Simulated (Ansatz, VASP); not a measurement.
# Two plane-wave programs on PtS2

```
Pt S
1.0
     3.54320    0.00000    0.00000
    -1.77160    3.06850    0.00000
     0.00000    0.00000    5.03880
Pt S
1 2
Direct
  0.00000 0.00000 0.00000
  0.26059 0.63408 0.25000
  0.66667 0.33333 0.75000
```

Alike in both runs: task single point; functional PBE; k mesh 12 × 12 × 8; occupations gaussian, width 0.05 eV; no spin polarisation.

|  | VASP | Ansatz |
| --- | --- | --- |
| version | VASP 6.6.1 | Ansatz 0.2.0 |
| potentials or method | VASP PAW PBE potentials, release 64 (Pt, S), cutoff 520 eV | scalar-relativistic, plane waves, PAW |
| valence electrons in the cell | 22 | 30 |

```csv
,VASP,Ansatz,Ansatz less VASP
gap on the k mesh at the Fermi level (eV),0.36,0.35,-0.007
least direct gap on the mesh (eV),0.48,0.48,-0.005
pressure (GPa),3.6,4.1,+0.44
"traceless stress, the component that is largest in VASP (GPa)",4.94,4.98,+0.041
rms of the force components (eV/Å),0.739,0.741,+0.0021
```

Atom by atom the forces differ by 0.020 eV/Å (rms over components). The functional is the same, so the differences come from potentials, cutoffs and numerics. VASP's potentials hold 22 valence electrons a cell and Ansatz's 30, so a difference there can come from the potentials and not from the codes.

Neither program's run includes spin-orbit coupling.
